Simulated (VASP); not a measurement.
# B6Pd (Pm-3) in VASP: a series of runs

Runs on B6Pd. Level: PBE. Tasks: relaxation of cell and atoms, single point.

Everything below comes from runs of VASP 6.6.1. Logs are shortened: lines on timing, memory, paths and dates and some standing lists are left out, and cuts for length are marked.

## 1. The cell of the first run

Symmetry: Pm-3, No. 200, cubic system. Conventional cell: a = 3.859 Å, b = 3.859 Å, c = 3.859 Å, α = 90.00°, β = 90.00°, γ = 90.00°. B (site symmetry mm2) has 10 B at 1.62 to 2.37 Å and 2 Pd at 2.09 Å within 2.4 Å. Pd (site symmetry m-3) has 12 B at 2.09 Å within 2.8 Å.

The cell was generated, and may not be a known phase.

## 2. Relaxation of cell and atoms, PBE

INCAR reads:

```
SYSTEM = B6Pd
PREC = Accurate
ENCUT = 600
EDIFF = 1E-6
ISMEAR = 0
SIGMA = 0.1
LREAL = .FALSE.
LASPH = .TRUE.
NELM = 80
ALGO = Normal
ISIF = 3
LWAVE = .FALSE.
LCHARG = .FALSE.
GGA = PE
IBRION = 2
NSW = 90
EDIFFG = -0.04
```

KPOINTS reads:

```
Automatic mesh
0
G
  4 4 4
  0 0 0
```

POSCAR reads:

```
B6Pd
1.0
    3.8590143600      0.0000000000      0.0000000000
    0.0000000000      3.8590143600      0.0000000000
    0.0000000000      0.0000000000      3.8590143600
B Pd
6 1
Direct
    0.2897388000      0.0000000000      0.5000000000
    0.7102612000      0.0000000000      0.5000000000
    0.5000000000      0.2897388000      0.0000000000
    0.5000000000      0.7102612000      0.0000000000
    0.0000000000      0.5000000000      0.2897388000
    0.0000000000      0.5000000000      0.7102612000
    0.5000000000      0.5000000000      0.5000000000
```

Potentials or basis: VASP PAW PBE potentials, release 64 (B, Pd).

Launch:

```sh
$ cat potpaw_PBE.64/B/POTCAR potpaw_PBE.64/Pd/POTCAR > POTCAR
$ mpirun -np 1 vasp_std > vasp.out
```

OUTCAR:

```text
SYSTEM = B6Pd
   PREC = Accurate
   ENCUT = 600
   EDIFF = 1E-6
   ISMEAR = 0
   LREAL = .FALSE.
   LASPH = .TRUE.
   NELM = 80
   ISIF = 3
   GGA = PE
   IBRION = 2
   NSW = 90
   EDIFFG = -0.04

 ion  position               nearest neighbor table
   1  0.290  0.000  0.500-   2 1.62   7 2.09   7 2.09
   2  0.710  0.000  0.500-   1 1.62   7 2.09   7 2.09
   3  0.500  0.290  0.000-   4 1.62   7 2.09   7 2.09
   4  0.500  0.710  0.000-   3 1.62   7 2.09   7 2.09
   5  0.000  0.500  0.290-   6 1.62   7 2.09   7 2.09
   6  0.000  0.500  0.710-   5 1.62   7 2.09   7 2.09
   7  0.500  0.500  0.500-   1 2.09   2 2.09   3 2.09   4 2.09   5 2.09   6 2.09   3 2.09   4 2.09
                             1 2.09   2 2.09   5 2.09   6 2.09

  LATTYP: Found a simple cubic cell.
 ALAT       =     3.8590143600

  Lattice vectors:

 A1 = (   3.8590143600,   0.0000000000,   0.0000000000)
 A2 = (   0.0000000000,   3.8590143600,   0.0000000000)
 A3 = (   0.0000000000,   0.0000000000,   3.8590143600)

Analysis of symmetry for initial positions (statically):
=====================================================================
 Subroutine PRICEL returns:
 Original cell was already a primitive cell.

 Routine SETGRP: Setting up the symmetry group for a
 simple cubic supercell.

 Subroutine GETGRP returns: Found 24 space group operations
 (whereof 24 operations were pure point group operations)
 out of a pool of 48 trial point group operations.

The static configuration has the point symmetry T_h .

Analysis of symmetry for dynamics (positions and initial velocities):
=====================================================================
 Subroutine PRICEL returns:
 Original cell was already a primitive cell.

 Routine SETGRP: Setting up the symmetry group for a
 simple cubic supercell.

 Subroutine GETGRP returns: Found 24 space group operations
 (whereof 24 operations were pure point group operations)
 out of a pool of 48 trial point group operations.

The dynamic configuration has the point symmetry T_h .

 Subroutine INISYM returns: Found 24 space group operations
 (whereof 24 operations are pure point group operations),
 and found     1 'primitive' translations

----------------------------------------------------------------------------------------

                                     Primitive cell

  volume of cell :      57.4684

  direct lattice vectors                    reciprocal lattice vectors
     3.859014360  0.000000000  0.000000000     0.259133527  0.000000000  0.000000000
     0.000000000  3.859014360  0.000000000     0.000000000  0.259133527  0.000000000
     0.000000000  0.000000000  3.859014360     0.000000000  0.000000000  0.259133527

  length of vectors
     3.859014360  3.859014360  3.859014360     0.259133527  0.259133527  0.259133527

  position of ions in fractional coordinates (direct lattice)
     0.289738800  0.000000000  0.500000000
     0.710261200  0.000000000  0.500000000
     0.500000000  0.289738800  0.000000000
     0.500000000  0.710261200  0.000000000
     0.000000000  0.500000000  0.289738800
     0.000000000  0.500000000  0.710261200
     0.500000000  0.500000000  0.500000000

  ion indices of the primitive-cell ions
   primitive index   ion index
                 1           1
                 2           2
                 3           3
                 4           4
                 5           5
                 6           6
                 7           7

----------------------------------------------------------------------------------------

 KPOINTS: Automatic mesh

Automatic generation of k-mesh.
 Grid dimensions read from file:
 generate k-points for:    4    4    4

 Generating k-lattice:

  Cartesian coordinates                     Fractional coordinates (reciprocal lattice)
     0.064783382  0.000000000  0.000000000     0.250000000  0.000000000  0.000000000
     0.000000000  0.064783382  0.000000000     0.000000000  0.250000000  0.000000000
     0.000000000  0.000000000  0.064783382     0.000000000  0.000000000  0.250000000

  Length of vectors
     0.064783382  0.064783382  0.064783382

  Shift w.r.t. Gamma in fractional coordinates (k-lattice)
     0.000000000  0.000000000  0.000000000

 Subroutine IBZKPT returns following result:
 ===========================================

 Found     11 irreducible k-points:

 Following reciprocal coordinates:
            Coordinates               Weight
  0.000000  0.000000  0.000000      1.000000
  0.250000  0.000000  0.000000      6.000000
  0.500000  0.000000  0.000000      3.000000
  0.250000  0.250000  0.000000     12.000000
  0.500000  0.250000  0.000000      6.000000
 -0.250000  0.500000  0.000000      6.000000
  0.500000  0.500000  0.000000      3.000000
  0.250000  0.250000  0.250000      8.000000
  0.500000  0.250000  0.250000     12.000000
  0.500000  0.500000  0.250000      6.000000
  0.500000  0.500000  0.500000      1.000000
   k-points           NKPTS =     11   k-points in BZ     NKDIM =     11   number of bands    NBANDS=     18
   number of dos      NEDOS =    301   number of ions     NIONS =      7
   total plane-waves  NPLWV =  32768
   dimension x,y,z NGX =    32 NGY =   32 NGZ =   32
   dimension x,y,z NGXF=    64 NGYF=   64 NGZF=   64
   ions per type =               6   1
   NGX,Y,Z   is equivalent  to a cutoff of  13.79, 13.79, 13.79 a.u.
   NGXF,Y,Z  is equivalent  to a cutoff of  27.57, 27.57, 27.57 a.u.
 SYSTEM =  B6Pd
   PREC   = accura    normal or accurate (medium, high low for compatibility)
   ISTART =      0    job   : 0-new  1-cont  2-samecut
   ICHARG =      2    charge: 1-file 2-atom 10-const
   ISPIN  =      1    spin polarized calculation?
   LNONCOLLINEAR =      F non collinear calculations
   LSORBIT =      F    spin-orbit coupling
   LASPH  =      T    aspherical Exc in radial PAW
   ENCUT  =  600.0 eV  44.10 Ry    6.64 a.u.   7.71  7.71  7.71*2*pi/ulx,y,z
   NELM   =     80;   NELMIN=  2; NELMDL= -5     # of ELM steps
   EDIFF  = 0.1E-05   stopping-criterion for ELM
   LREAL  =      F    real-space projection
   EDIFFG = -.4E-01   stopping-criterion for IOM
   NSW    =     90    number of steps for IOM
   IBRION =      2    ionic relax: 0-MD 1-quasi-New 2-CG
   NFREE  =      1    steps in history (QN), initial steepest desc. (CG)
   ISIF   =      3    stress and relaxation
   ISYM   =      2    0-nonsym 1-usesym 2-fastsym
   POTIM  = 0.5000    time-step for ionic-motion
   TEBEG  =    0.0;   TEEND  =   0.0 temperature during run
   PSTRESS=    0.0 pullay stress
   NELECT =      28.0000    total number of electrons
   NUPDOWN=      -1.0000    fix difference up-down
   EMIN   =  10.00;   EMAX   =-10.00  energy-range for DOS
   EFERMI =   0.00;   METHOD = LEGACY
   ISMEAR =     0;   SIGMA  =   0.10  broadening in eV -4-tet -1-fermi 0-gaus
   EFERMI_NEDOS =   21; number of points for ismear=-14 and -15
   IALGO  =     38    algorithm
   IMIX   =      4    mixing-type and parameters
     AMIX     =   0.40;   BMIX     =  1.00
     AMIX_MAG =   1.60;   BMIX_MAG =  1.00
  volume/ion in A,a.u.               =       8.21        55.40
  Fermi-wavevector in a.u.,A,eV,Ry     =   1.288203  2.434351 22.578433  1.659468
  Thomas-Fermi vector in A             =   2.420171
   LORBIT       =      0    0 simple, 1 ext, 2 COOP (PROOUT), +10 PAW based schemes
   GGA     = PE    functional components
   LHFCALC =     F    Hartree Fock is set to
   AEXX    =    0.0000 exact exchange contribution
   IVDW    =     0    specifies the selected vdW correction
   LEPSILON=     F    determine dielectric tensor
   LRPA    =     F    only Hartree local field effects (RPA)
 conjugate gradient relaxation of ions
 non-spin polarized calculation
 Gauss-broadening in eV      SIGMA  =   0.10
  energy-cutoff  :      600.00
  volume of cell :       57.47
 maximum number of plane-waves:      1936
 NGX is ok and might be reduce to    32
   NGX = 15   NGY = 15   NGZ = 15

--------------------------------------- Ionic step        1  -------------------------------------------

 number of electron      28.0000001 magnetization

 Free energy of the ion-electron system (eV)
  ---------------------------------------------------
  ext. energy  EPLUGINS =         0.00000000
  ---------------------------------------------------
  free energy    TOTEN  =       -31.68475294 eV

  energy without entropy =      -31.65639493  energy(sigma->0) =      -31.67057393

------------------------ aborting loop because EDIFF is reached ----------------------------------------

  FORCE on cell =-STRESS in cart. coord.  units (eV):
  Direction    XX          YY          ZZ          XY          YZ          ZX
  --------------------------------------------------------------------------------------
  -------------------------------------------------------------------------------------
  Total       14.1638930     14.1638930     14.1638930     -0.0000000      0.0000000      0.0000000
  in kB      394.8789981    394.8789981    394.8789981     -0.0000000      0.0000000      0.0000000
  external PRESSURE =     394.8789981 kB  Pullay stress =       0.0000000 kB
[... 104 lines left out ...]
  FREE ENERGIE OF THE ION-ELECTRON SYSTEM (eV)
  ---------------------------------------------------
  free  energy   TOTEN  =       -34.6192265710 eV

  energy  without entropy=      -34.5953969471  energy(sigma->0) =      -34.60731176

[... ionic steps 4 to 7 ...]

--------------------------------------- Ionic step        8  -------------------------------------------

 number of electron      28.0000003 magnetization

------------------------ aborting loop because EDIFF is reached ----------------------------------------

  FORCE on cell =-STRESS in cart. coord.  units (eV):
  Direction    XX          YY          ZZ          XY          YZ          ZX
  --------------------------------------------------------------------------------------
  -------------------------------------------------------------------------------------
  Total       -0.4945052     -0.4945052     -0.4945052      0.0000000      0.0000000     -0.0000000
  in kB      -13.2930473    -13.2930473    -13.2930473      0.0000000      0.0000000     -0.0000000
  external PRESSURE =     -13.2930473 kB  Pullay stress =       0.0000000 kB
[... 67 lines left out ...]
  energy  without entropy=      -36.7161499776  energy(sigma->0) =      -36.72629217

--------------------------------------- Ionic step       10  -------------------------------------------

 number of electron      28.0000003 magnetization

 Free energy of the ion-electron system (eV)
  ---------------------------------------------------
  ext. energy  EPLUGINS =         0.00000000
  ---------------------------------------------------
  free energy    TOTEN  =       -36.73807291 eV

  energy without entropy =      -36.71720960  energy(sigma->0) =      -36.72764126

 E-fermi :   8.5727     XC(G=0): -12.2275

 val. band max:        8.5586676309   @ k =   0.2500   0.2500   0.2500
 cond. band min:       8.6619491625   @ k =   0.5000   0.0000   0.0000
 fundamental gap:      0.1032815316
 Fermi energy:         8.5727371302

 k-point     1 :       0.0000    0.0000    0.0000
  band No.  band energies     occupation
      1      -6.4360      2.00000
      2      -1.3598      2.00000
      3      -1.3598      2.00000
      4       1.8409      2.00000
      5       1.8409      2.00000
      6       1.8409      2.00000
[... 10 lines left out ...]
     17       9.7991      0.00000
     18      11.7144      0.00000
[... 242 lines left out ...]
  FREE ENERGIE OF THE ION-ELECTRON SYSTEM (eV)
  ---------------------------------------------------
  free  energy   TOTEN  =       -36.7380729106 eV

  energy  without entropy=      -36.7172096021  energy(sigma->0) =      -36.72764126

 reached required accuracy - stopping structural energy minimisation
```

Wall time 87 s (1 thread of Intel Xeon Platinum 8488C (Sapphire Rapids), shared host); peak memory 0.18 GiB.

What came out:

| Property | Result |
| --- | --- |
| Free energy | -36.7381 eV |
| Relaxed volume | 8.47 Å³/atom |
| Relaxed cell | a = 3.899 Å, b = 3.899 Å, c = 3.899 Å, α = 90.00°, β = 90.00°, γ = 90.00° |
| Space group after relaxing (to 0.1 Å) | Pm-3 (No. 200) |
| Energy gained by relaxing | 721.9 meV/atom |
| Ionic steps | 10 |
| Pressure after relaxing | 0.0 GPa |
| Band gap on the k mesh | zero (bands 14 and 15 overlap by 3.98 eV) |

The path:
| step | energy change (eV) | largest force (eV/Å) | pressure (GPa) | volume (Å³) |
| --- | --- | --- | --- | --- |
| 1 | 0.0000 | 4.8200 | 39.49 | 57.47 |
| 2 | -2.5519 | 1.3942 | -30.90 | 75.99 |
| 3 | -2.9345 | 1.8415 | -20.74 | 69.01 |
| 4 | -4.9321 | 0.6353 | -9.63 | 62.05 |
| 5 | -5.0231 | 0.4222 | -3.22 | 60.51 |
| 6 | -5.0266 | 0.1761 | -4.66 | 60.80 |
| 7 | -5.0458 | 0.2800 | 0.30 | 59.08 |
| 8 | -5.0505 | 0.1400 | -1.33 | 59.60 |
| 9 | -5.0517 | 0.1119 | 1.07 | 59.06 |
| 10 | -5.0533 | 0.0003 | 0.03 | 59.29 |

Final structure:
```
B Pd
1.0
     3.89938    0.00000    0.00000
     0.00000    3.89938    0.00000
     0.00000    0.00000    3.89938
B Pd
6 1
Direct
  0.21157 0.00000 0.50000
  0.78843 0.00000 0.50000
  0.50000 0.21157 0.00000
  0.50000 0.78843 0.00000
  0.00000 0.50000 0.21157
  0.00000 0.50000 0.78843
  0.50000 0.50000 0.50000
```

Levels at points of the mesh, in eV from the Fermi level:
```tsv
k point	band 11	band 12	band 13	band 14	band 15	band 16	band 17	band 18
(0.00, 0.00, 0.00)	-4.95	-4.29	1.02	1.02	1.02	1.23	1.23	3.14
(0.50, 0.00, 0.00)	-3.44	-3.17	-2.02	-1.30	0.09	0.36	3.43	3.66
(0.50, 0.50, 0.00)	-3.21	-2.25	-1.90	-1.79	-0.25	1.80	2.79	2.80
(0.50, 0.50, 0.50)	-4.69	-4.69	-4.69	3.73	3.73	3.73	4.35	4.35
```

Caveat: the k points lie up to 0.40 Å⁻¹ apart in the final cell, too coarse for converged energies and pressures of a metal.

[end of part 1 of 2]

The gap in the log of VASP goes by the Fermi energy; the results here count the filled bands.